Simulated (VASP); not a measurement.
Runs of VASP 6.6.1 on Rh. The structure is that of space group Fm-3m (No. 225), or close to it. The cells are those of the table. 

```csv
cell,gap on the mesh (eV),pressure (GPa)
"a = 2.690, b = 2.690, c = 2.622 Å, angles 60.8, 60.8, 58.3°, 1 atom",none,(b)
"a = 2.756 Å, angles 60.0°, 1 atom",none,-16.8
"a = 2.623, b = 2.623, c = 2.555 Å, angles 60.9, 60.9, 58.3°, 1 atom",none,39.0
"a = 2.589, b = 2.589, c = 2.622 Å, angles 59.6, 59.6, 60.9°, 1 atom",none,38.3
"a = 2.790, b = 2.790, c = 2.756 Å, angles 60.4, 60.4, 59.2°, 1 atom",none,-20.9
"a = 2.723, b = 2.723, c = 2.689 Å, angles 60.4, 60.4, 59.2°, 1 atom",none,(a)
"a = 2.656, b = 2.656, c = 2.622 Å, angles 60.4, 60.4, 59.2°, 1 atom",none,17.1
```

Alike in all rows: task single point; level r2SCAN; potentials or basis VASP PAW PBE potentials, release 64 (Rh_pv); no spin polarisation; k mesh 22 × 22 × 22; cutoff (eV) 520; smearing gaussian 0.15 eV.

Task: Fill in the values left out.

Result: (a) -5.8; (b) 8.9.

Caveats: the PAW data sets were made with another functional, which shifts forces and pressure a little; the cell stands under pressure (at least some runs); the cell stands under tension (at least some runs); an empty level that is flat over the whole mesh can mark a ghost state of the potentials, or a narrow d or f band (at least some runs).

A k mesh can miss the band edges, and the runs leave out spin-orbit coupling on Rh.

A gap of «none» marks levels without a gap at the run's occupations.
